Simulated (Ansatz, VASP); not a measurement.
## One calculation of SiC, two programs

Contents of INCAR:

```
SYSTEM = SiC
PREC = Accurate
ENCUT = 520
EDIFF = 1E-6
ISMEAR = 0
SIGMA = 0.05
LREAL = .False.
LASPH = .True.
NELM = 60
ALGO = Normal
ISIF = 2
LWAVE = .False.
LCHARG = .False.
GGA = PE
NBANDS = 11
```

KPOINTS

```
Automatic mesh
0
Gamma
  18 18 18
  0 0 0
```

File POSCAR:

```
SiC
1.0
    0.0000000000      2.1298171798      2.1298171798
    2.1298171798      0.0000000000      2.1298171798
    2.1298171798      2.1298171798      0.0000000000
Si C
1 1
Direct
    0.0000000000      0.0000000000      0.0000000000
    0.2500000000      0.2500000000      0.2500000000
```

Input for Ansatz:

```yaml
crystal:
  lattice:
    - [0.0, 2.1298171798, 2.1298171798]
    - [2.1298171798, 0.0, 2.1298171798]
    - [2.1298171798, 2.1298171798, 0.0]
  atoms:
    - { symbol: Si, position: [0.0, 0.0, 0.0] }
    - { symbol: C, position: [0.25, 0.25, 0.25] }
basis:
  ecutwfc: 420
  ecutrho_ratio: 4
kpoints:
  mp_grid: { grid: [18, 18, 18] }
hamiltonian:
  xc: pbe
scf:
  occupations: { method: gaussian, width: 0.05 }
output:
  forces: true
  stress: true
  eigenvalues: true
```

Alike in both runs: task single point; functional PBE; k mesh 18 × 18 × 18; occupations gaussian, width 0.05 eV; no spin polarisation.

```csv
,VASP,Ansatz
version,VASP 6.6.1,Ansatz 0.2.0
potentials or method,"VASP PAW PBE potentials, release 64 (Si, C), cutoff 520 eV","scalar-relativistic, plane waves, PAW"
valence electrons in the cell,8,8
```

VASP gave:

```
gap on the k mesh at the Fermi level (eV) : 1.29
least direct gap on the mesh (eV)         : 4.61
pressure (GPa)                            : 20.8
```

What did Ansatz give for the same quantities?

gap on the k mesh at the Fermi level (eV): 1.29; least direct gap on the mesh (eV): 4.61; pressure (GPa): 20.9.
